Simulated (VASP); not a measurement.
**Pt: single point with LDA**

Pt:

```
CELL_PARAMETERS angstrom
0.00000 1.94361 1.94361
1.94361 0.00000 1.94361
1.94361 1.94361 0.00000
ATOMIC_POSITIONS crystal
Pt 0.00000 0.00000 0.00000
```

```yaml
Program: VASP 6.6.1
Task: single point
Functional: LDA
Potentials_or_basis: VASP PAW LDA potentials, release 64 (Pt)
Cutoff: 520 eV
k_mesh: 24 × 24 × 24
Occupations: fermi-dirac, width 0.1 eV
Spin: no spin polarisation
Dipole_correction: no
Further_INCAR_settings: ALGO = Normal; EDIFF = 1e-06; NBANDS = 11
```

* Pressure: 2.7 GPa
* Band gap on the k mesh: zero (band 5 reaches 12.19 eV, above the bottom of band 6 at 9.85 eV)

Levels at points of the mesh, in eV from the Fermi level:
```
           k point  band 2  band 3  band 4  band 5  band 6  band 7  band 8  band 9
(0.00, 0.00, 0.00)   -3.99   -3.99   -3.99   -1.70   -1.70   14.53   19.61   19.61
(0.50, 0.00, 0.00)   -4.05   -4.05   -0.60    0.04    0.04    6.03   14.11   19.07
(0.50, 0.50, 0.00)   -6.95    0.02    0.51    0.51    1.71    9.16   11.41   11.41
```

It took 21 s on 1 thread of Intel(R) Xeon(R) Platinum 8481C CPU @ 2.70GHz (Sapphire Rapids) (shared host), peak memory 0.17 GiB.

Caveat: spin-orbit coupling is left out, which moves the levels of the heavy elements.
